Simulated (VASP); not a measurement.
Here is a VASP 6.6.1 calculation.

Contents of POSCAR:

```
Rh
1.0
    0.0000000000      1.8978500000      1.8978500000
    1.8978500000      0.0000000000      1.8978500000
    1.8978500000      1.8978500000      0.0000000000
Rh
1
Direct
    0.0000000000      0.0000000000      0.0000000000
```

File INCAR.step1:

```
ALGO     = Normal         # electronic algorithm
EDIFF    = 1E-5           # SCF threshold, eV
ENCUT    = 520            # plane-wave cutoff, eV
GGA      = PE             # functional
GGA_COMPAT= F            
ISIF     = 2              # what is computed and relaxed
ISMEAR   = -1             # smearing method
LASPH    = T              # aspherical terms in the spheres
LMAXMIX  = 4              # l up to which the mixer works
LNONCOLLINEAR= T              # non-collinear magnetism
LORBIT   = 11             # projections on sites
LORBMOM  = T            
LREAL    = F              # projectors in reciprocal space
LSORBIT  = T              # spin-orbit coupling
LWAVE    = T              # write WAVECAR
MAGMOM   = 0 0 0          # initial moments
NBANDS   = 26             # bands
NELM     = 150            # most SCF steps
PREC     = Accurate       # precision mode
SIGMA    = 0.05           # smearing width, eV
```

The input INCAR.step2:

```
AEXX     = 0.25           # exact-exchange fraction
ALGO     = Normal         # electronic algorithm
EDIFF    = 1E-6           # SCF threshold, eV
ENCUT    = 520            # plane-wave cutoff, eV
GGA      = PE             # functional
GGA_COMPAT= F            
ISIF     = 2              # what is computed and relaxed
ISMEAR   = -1             # smearing method
ISTART   = 1            
LASPH    = T              # aspherical terms in the spheres
LCHARG   = T              # write CHGCAR
LHFCALC  = T              # exact exchange
LMAXMIX  = 4              # l up to which the mixer works
LNONCOLLINEAR= T              # non-collinear magnetism
LORBIT   = 11             # projections on sites
LORBMOM  = T            
LREAL    = F              # projectors in reciprocal space
LSORBIT  = T              # spin-orbit coupling
LVHAR    = T            
LWAVE    = F              # write WAVECAR
MAGMOM   = 0 0 0          # initial moments
NBANDS   = 26             # bands
NELM     = 150            # most SCF steps
PREC     = Accurate       # precision mode
PRECFOCK = Normal       
SIGMA    = 0.05           # smearing width, eV
```

Contents of KPOINTS:

```
k-points
0
Gamma
  5 5 5
```

Potentials or basis: VASP PAW PBE potentials, release 64 (Rh_pv).

The run is started by

```bash
$ cat potpaw_PBE.64/Rh_pv/POTCAR > POTCAR
$ cp INCAR.step1 INCAR
$ mpirun -np 1 vasp_ncl > vasp.out
$ cp INCAR.step2 INCAR
$ mpirun -np 1 vasp_ncl > vasp.out
```

Task: Predict the pressure.

Result: -1.2 GPa.

Task: Estimate the net moment.

Result: 0.00 μB per cell.

Moments on the atoms (μB; x, y, z):
```
Rh  0.00 0.00 0.00
```

Caveat: the k points lie up to 0.57 Å⁻¹ apart; the PAW data sets were made with another functional, which shifts forces and pressure a little.
